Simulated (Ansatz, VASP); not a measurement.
# Two plane-wave programs on GaB8

```
CELL_PARAMETERS angstrom
-0.80501 -0.01213 4.09961
2.86784 -4.64812 -0.70007
2.86558 4.66289 -0.68730
ATOMIC_POSITIONS crystal
Ga 0.17396 0.40984 0.40980
B 0.62266 0.19729 0.19754
B 0.50344 0.88503 0.88478
B 0.41889 0.26198 0.71977
B 0.41842 0.71965 0.26184
B 0.49709 0.09053 0.41823
B 0.43580 0.92359 0.59455
B 0.49673 0.41755 0.08968
B 0.43301 0.59453 0.92380
```

Change from the starting cell: cell x1, atoms moved at random (sigma 0.15 Å) and cell strained at random (1.5 %), then relaxed without symmetry.

Alike in both runs: functional PBE; k mesh 6 × 4 × 4; occupations gaussian, width 0.2 eV; no spin polarisation.

Ansatz relaxed the structure, and its values are those at the end. VASP's run is a single point on that final structure, the one shown.

```csv
,VASP,Ansatz
version,VASP 6.6.1,Ansatz 0.2.0
potentials or method,"VASP PAW PBE potentials, release 64 (Ga_d, B), cutoff 520 eV","scalar-relativistic, plane waves, PAW"
valence electrons in the cell,37,37
```

VASP gave:

```
gap on the k mesh at the Fermi level (eV) : none
pressure (GPa)                            : 0.1
rms of the force components (eV/Å)        : 0.008
```

Problem. What did Ansatz give for the same quantities?

Solution. gap on the k mesh at the Fermi level (eV): none; pressure (GPa): 0.1; rms of the force components (eV/Å): 0.007.

A gap of «none» marks a metal or a gap that the smearing closes.
